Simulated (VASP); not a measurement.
# KNa2CaF6 (Fm-3m) in VASP: single point with PBE

Aim: the single point of KNa2CaF6 with PBE.

All numbers are computed with VASP 6.6.1; they aren't measurements. Logs are shortened: lines on timing, memory, paths and dates and some standing lists are left out, and cuts for length are marked.

## (1) The cell of the first run

It takes space group Fm-3m (No. 225, cubic). Conventional cell: a = 8.439 Å, b = 8.439 Å, c = 8.439 Å, α = 90.00°, β = 90.00°, γ = 90.00°. Within 2.5 Å of Ca (site symmetry m-3m) lie 6 F at 1.92 Å. Within 3.0 Å of K (site symmetry m-3m) lie 6 F at 2.30 Å. Na (site symmetry -43m) has 12 F at 2.99 Å and 4 Ca at 3.65 Å and 4 K at 3.65 Å within 3.9 Å. F (site symmetry 4mm) has 1 Ca at 1.92 Å and 1 K at 2.30 Å within 2.5 Å.

## (2) Single point, PBE

File INCAR:

```
SYSTEM = KNa2CaF6
  ALGO = Normal
  EDIFF = 1E-7
  ENCUT = 520
  GGA = PE
  ISIF = 2
  ISMEAR = -1
  LASPH = .TRUE.
  LCHARG = .FALSE.
  LREAL = .FALSE.
  LWAVE = .FALSE.
  NBANDS = 48
  NELM = 60
  PREC = Accurate
  SIGMA = 0.1
```

File KPOINTS:

```
k-points
0
G
  7 7 7
  0 0 0
```

File POSCAR:

```
KNa2CaF6
1.0
    0.0000000000      4.2194730000      4.2194730000
    4.2194730000      0.0000000000      4.2194730000
    4.2194730000      4.2194730000      0.0000000000
Ca K Na F
1 1 2 6
Direct
    0.0000000000      0.0000000000      0.0000000000
    0.5000000000      0.5000000000      0.5000000000
    0.2500000000      0.2500000000      0.2500000000
    0.7500000000      0.7500000000      0.7500000000
    0.7730000000      0.2270000000      0.2270000000
    0.2270000000      0.7730000000      0.2270000000
    0.2270000000      0.7730000000      0.7730000000
    0.7730000000      0.2270000000      0.7730000000
    0.2270000000      0.2270000000      0.7730000000
    0.7730000000      0.7730000000      0.2270000000
```

Potentials or basis: VASP PAW PBE potentials, release 64 (Ca_sv, K_sv, Na_pv, F).

On the command line:

```sh
cat potpaw_PBE.64/Ca_sv/POTCAR potpaw_PBE.64/K_sv/POTCAR potpaw_PBE.64/Na_pv/POTCAR potpaw_PBE.64/F/POTCAR > POTCAR
mpirun -np 1 vasp_std > vasp.out
```

OUTCAR:

```text
SYSTEM = KNa2CaF6
   EDIFF = 1E-7
   ENCUT = 520
   GGA = PE
   ISIF = 2
   ISMEAR = -1
   LASPH = .TRUE.
   LREAL = .FALSE.
   NELM = 60
   PREC = Accurate

 ion  position               nearest neighbor table
   1  0.000  0.000  0.000-   5 1.92   6 1.92   7 1.92   8 1.92   9 1.92  10 1.92
   2  0.500  0.500  0.500-   5 2.30   6 2.30   7 2.30   8 2.30   9 2.30  10 2.30
   3  0.250  0.250  0.250-
   4  0.750  0.750  0.750-
   5  0.773  0.227  0.227-   1 1.92   2 2.30
   6  0.227  0.773  0.227-   1 1.92   2 2.30
   7  0.227  0.773  0.773-   1 1.92   2 2.30
   8  0.773  0.227  0.773-   1 1.92   2 2.30
   9  0.227  0.227  0.773-   1 1.92   2 2.30
  10  0.773  0.773  0.227-   1 1.92   2 2.30

  LATTYP: Found a face centered cubic cell.
 ALAT       =     8.4389460000

  Lattice vectors:

 A1 = (   0.0000000000,   4.2194730000,   4.2194730000)
 A2 = (   4.2194730000,   0.0000000000,   4.2194730000)
 A3 = (   4.2194730000,   4.2194730000,   0.0000000000)

Analysis of symmetry for initial positions (statically):
=====================================================================
 Subroutine PRICEL returns:
 Original cell was already a primitive cell.

 Routine SETGRP: Setting up the symmetry group for a
 face centered cubic supercell.

 Subroutine GETGRP returns: Found 48 space group operations
 (whereof 48 operations were pure point group operations)
 out of a pool of 48 trial point group operations.

The static configuration has the point symmetry O_h .

Analysis of symmetry for dynamics (positions and initial velocities):
=====================================================================
 Subroutine PRICEL returns:
 Original cell was already a primitive cell.

 Routine SETGRP: Setting up the symmetry group for a
 face centered cubic supercell.

 Subroutine GETGRP returns: Found 48 space group operations
 (whereof 48 operations were pure point group operations)
 out of a pool of 48 trial point group operations.

The dynamic configuration has the point symmetry O_h .

 Subroutine INISYM returns: Found 48 space group operations
 (whereof 48 operations are pure point group operations),
 and found     1 'primitive' translations

----------------------------------------------------------------------------------------

                                     Primitive cell

  volume of cell :     150.2466

  direct lattice vectors                    reciprocal lattice vectors
     0.000000000  4.219473000  4.219473000    -0.118498211  0.118498211  0.118498211
     4.219473000  0.000000000  4.219473000     0.118498211 -0.118498211  0.118498211
     4.219473000  4.219473000  0.000000000     0.118498211  0.118498211 -0.118498211

  length of vectors
     5.967235943  5.967235943  5.967235943     0.205244921  0.205244921  0.205244921

  position of ions in fractional coordinates (direct lattice)
     0.000000000  0.000000000  0.000000000
     0.500000000  0.500000000  0.500000000
     0.250000000  0.250000000  0.250000000
     0.750000000  0.750000000  0.750000000
     0.773000000  0.227000000  0.227000000
     0.227000000  0.773000000  0.227000000
     0.227000000  0.773000000  0.773000000
     0.773000000  0.227000000  0.773000000
     0.227000000  0.227000000  0.773000000
     0.773000000  0.773000000  0.227000000

  ion indices of the primitive-cell ions
   primitive index   ion index
                 1           1
                 2           2
                 3           3
                 4           4
                 5           5
                 6           6
                 7           7
                 8           8
                 9           9
                10          10

----------------------------------------------------------------------------------------

 KPOINTS: k-points

Automatic generation of k-mesh.
 Grid dimensions read from file:
 generate k-points for:    7    7    7

 Generating k-lattice:

  Cartesian coordinates                     Fractional coordinates (reciprocal lattice)
    -0.016928316  0.016928316  0.016928316     0.142857143  0.000000000  0.000000000
     0.016928316 -0.016928316  0.016928316     0.000000000  0.142857143  0.000000000
     0.016928316  0.016928316 -0.016928316     0.000000000  0.000000000  0.142857143

  Length of vectors
     0.029320703  0.029320703  0.029320703

  Shift w.r.t. Gamma in fractional coordinates (k-lattice)
     0.000000000  0.000000000  0.000000000

 Subroutine IBZKPT returns following result:
 ===========================================

 Found     20 irreducible k-points:

 Following reciprocal coordinates:
            Coordinates               Weight
  0.000000  0.000000  0.000000      1.000000
  0.142857  0.000000  0.000000      8.000000
  0.285714  0.000000  0.000000      8.000000
  0.428571  0.000000  0.000000      8.000000
  0.142857  0.142857  0.000000      6.000000
  0.285714  0.142857  0.000000     24.000000
[... 12 lines left out ...]
 -0.428571  0.428571  0.142857     24.000000
 -0.285714  0.428571  0.142857     24.000000
   k-points           NKPTS =     20   k-points in BZ     NKDIM =     20   number of bands    NBANDS=     48
   number of dos      NEDOS =    301   number of ions     NIONS =     10
   total plane-waves  NPLWV = 110592
   dimension x,y,z NGX =    48 NGY =   48 NGZ =   48
   dimension x,y,z NGXF=    96 NGYF=   96 NGZF=   96
   ions per type =               1   1   2   6
   NGX,Y,Z   is equivalent  to a cutoff of  13.37, 13.37, 13.37 a.u.
   NGXF,Y,Z  is equivalent  to a cutoff of  26.75, 26.75, 26.75 a.u.
 SYSTEM =  KNa2CaF6
   PREC   = accura    normal or accurate (medium, high low for compatibility)
   ISTART =      0    job   : 0-new  1-cont  2-samecut
   ICHARG =      2    charge: 1-file 2-atom 10-const
   ISPIN  =      1    spin polarized calculation?
   LNONCOLLINEAR =      F non collinear calculations
   LSORBIT =      F    spin-orbit coupling
   LASPH  =      T    aspherical Exc in radial PAW
   ENCUT  =  520.0 eV  38.22 Ry    6.18 a.u.  11.10 11.10 11.10*2*pi/ulx,y,z
   NELM   =     60;   NELMIN=  2; NELMDL= -5     # of ELM steps
   EDIFF  = 0.1E-06   stopping-criterion for ELM
   LREAL  =      F    real-space projection
   EDIFFG = 0.1E-05   stopping-criterion for IOM
   NSW    =      0    number of steps for IOM
   IBRION =     -1    ionic relax: 0-MD 1-quasi-New 2-CG
   NFREE  =      0    steps in history (QN), initial steepest desc. (CG)
   ISIF   =      2    stress and relaxation
   ISYM   =      2    0-nonsym 1-usesym 2-fastsym
   POTIM  = 0.5000    time-step for ionic-motion
   TEBEG  =    0.0;   TEEND  =   0.0 temperature during run
   PSTRESS=    0.0 pullay stress
   NELECT =      75.0000    total number of electrons
   NUPDOWN=      -1.0000    fix difference up-down
   EMIN   =  10.00;   EMAX   =-10.00  energy-range for DOS
   EFERMI =   0.00;   METHOD = LEGACY
   ISMEAR =    -1;   SIGMA  =   0.10  broadening in eV -4-tet -1-fermi 0-gaus
   EFERMI_NEDOS =   21; number of points for ismear=-14 and -15
   IALGO  =     38    algorithm
   IMIX   =      4    mixing-type and parameters
     AMIX     =   0.40;   BMIX     =  1.00
     AMIX_MAG =   1.60;   BMIX_MAG =  1.00
  volume/ion in A,a.u.               =      15.02       101.39
  Fermi-wavevector in a.u.,A,eV,Ry     =   1.298655  2.454102 22.946282  1.686504
  Thomas-Fermi vector in A             =   2.429969
   LORBIT       =      0    0 simple, 1 ext, 2 COOP (PROOUT), +10 PAW based schemes
   GGA     = PE    functional components
[... 5 lines left out ...]
 non-spin polarized calculation
  energy-cutoff  :      520.00
  volume of cell :      150.25
 maximum number of plane-waves:      4067
 NGX is ok and might be reduce to    48
   NGX = 23   NGY = 23   NGZ = 23

 number of electron      75.0000026 magnetization

 Free energy of the ion-electron system (eV)
  ---------------------------------------------------
  ext. energy  EPLUGINS =         0.00000000
  ---------------------------------------------------
  free energy    TOTEN  =       -38.25689067 eV

  energy without entropy =      -38.04730622  energy(sigma->0) =      -38.15209844

 E-fermi :  -2.0998     XC(G=0):  -8.6190

 val. band max:       -2.1038907084   @ k =   0.0000   0.0000   0.0000
 cond. band min:       3.1218456460   @ k =   0.0000   0.0000   0.0000
 fundamental gap:      5.2257363544
 Fermi energy:        -2.0997834890

 k-point     1 :       0.0000    0.0000    0.0000
  band No.  band energies     occupation
      1     -35.8300      2.00000
      2     -27.0469      2.00000
      3     -23.4967      2.00000
      4     -23.4967      2.00000
      5     -23.4967      2.00000
      6     -23.4934      2.00000
[... 40 lines left out ...]
     47       9.7796      0.00000
     48       9.7796      0.00000

 k-point     2 :       0.1429    0.0000    0.0000
  band No.  band energies     occupation
      1     -35.8299      2.00000
      2     -27.0479      2.00000
      3     -23.4984      2.00000
      4     -23.4970      2.00000
      5     -23.4970      2.00000
      6     -23.4940      2.00000
[... 40 lines left out ...]
     47       9.5990      0.00000
     48       9.5990      0.00000

 k-point     3 :       0.2857    0.0000    0.0000
  band No.  band energies     occupation
      1     -35.8298      2.00000
      2     -27.0501      2.00000
      3     -23.5010      2.00000
      4     -23.4977      2.00000
      5     -23.4977      2.00000
      6     -23.4960      2.00000
[... 856 lines left out ...]
     47       9.7408      0.00000
     48       9.7646      0.00000

 k-point    20 :      -0.2857    0.4286    0.1429
  band No.  band energies     occupation
      1     -35.8297      2.00000
      2     -27.0497      2.00000
      3     -23.5064      2.00000
      4     -23.5039      2.00000
      5     -23.5015      2.00000
      6     -23.4984      2.00000
[... 40 lines left out ...]
     47       9.5635      0.00000
     48       9.6381      0.00000

------------------------ aborting loop because EDIFF is reached ----------------------------------------

  FORCE on cell =-STRESS in cart. coord.  units (eV):
  Direction    XX          YY          ZZ          XY          YZ          ZX
  --------------------------------------------------------------------------------------
  -------------------------------------------------------------------------------------
  Total       20.0339848     20.0339848     20.0339848      0.0000000      0.0000000      0.0000000
  in kB      213.6354357    213.6354357    213.6354357      0.0000000      0.0000000      0.0000000
  external PRESSURE =     213.6354357 kB  Pullay stress =       0.0000000 kB

 VOLUME and BASIS-vectors are now :
 -----------------------------------------------------------------------------
  energy-cutoff  :      520.00
  volume of cell :      150.25
      direct lattice vectors                 reciprocal lattice vectors
     0.000000000  4.219473000  4.219473000    -0.118498211  0.118498211  0.118498211
     4.219473000  0.000000000  4.219473000     0.118498211 -0.118498211  0.118498211
     4.219473000  4.219473000  0.000000000     0.118498211  0.118498211 -0.118498211

 POSITION                                       TOTAL-FORCE (eV/Angst)
 -----------------------------------------------------------------------------------
      0.00000      0.00000      0.00000         0.000000      0.000000     -0.000000
      4.21947      4.21947      4.21947         0.000000      0.000000      0.000000
      2.10974      2.10974      2.10974        -0.000000      0.000000     -0.000000
      6.32921      6.32921      6.32921        -0.000000      0.000000     -0.000000
      1.91564      4.21947      4.21947         3.701639      0.000000      0.000000
      4.21947      1.91564      4.21947         0.000000      3.701639      0.000000
      6.52331      4.21947      4.21947        -3.701639      0.000000      0.000000
      4.21947      6.52331      4.21947         0.000000     -3.701639      0.000000
      4.21947      4.21947      1.91564         0.000000      0.000000      3.701639
      4.21947      4.21947      6.52331         0.000000      0.000000     -3.701639
 -----------------------------------------------------------------------------------
    total drift:                               -0.000000      0.000000      0.000000

  FREE ENERGIE OF THE ION-ELECTRON SYSTEM (eV)
  ---------------------------------------------------
  free  energy   TOTEN  =       -38.2568906696 eV

  energy  without entropy=      -38.0473062191  energy(sigma->0) =      -38.15209844
```

It took 2.7 min on 1 thread of Intel Xeon Platinum 8375C at 2.90GHz (Ice Lake), shared host; peak memory 0.4 GiB.

What came out:

- Free energy: -38.2569 eV
- Pressure: 21.4 GPa
- Largest force: 3.702 eV/Å
- Band gap on the k mesh: zero (an odd number of electrons rules out a gap without spin polarisation)

Forces on the atoms (eV/Å):
```
Ca   0.000  0.000  0.000
K    0.000  0.000  0.000
Na   0.000  0.000  0.000
Na   0.000  0.000  0.000
F    3.702  0.000  0.000
F    0.000  3.702  0.000
F   -3.702  0.000  0.000
F    0.000 -3.702  0.000
F    0.000  0.000  3.702
F    0.000  0.000 -3.702
```

Levels at points of the mesh, in eV from the Fermi level:
| k point | band 36 | band 37 | band 38 | band 39 | band 40 | band 41 |
| --- | --- | --- | --- | --- | --- | --- |
| (0.00, 0.00, 0.00) | 0.00 | 0.00 | 0.00 | 5.22 | 8.70 | 10.38 |

Caveat: the cell stands under pressure; an odd number of electrons without spin polarisation forces a metal; a magnetic or distorted state may lie lower.
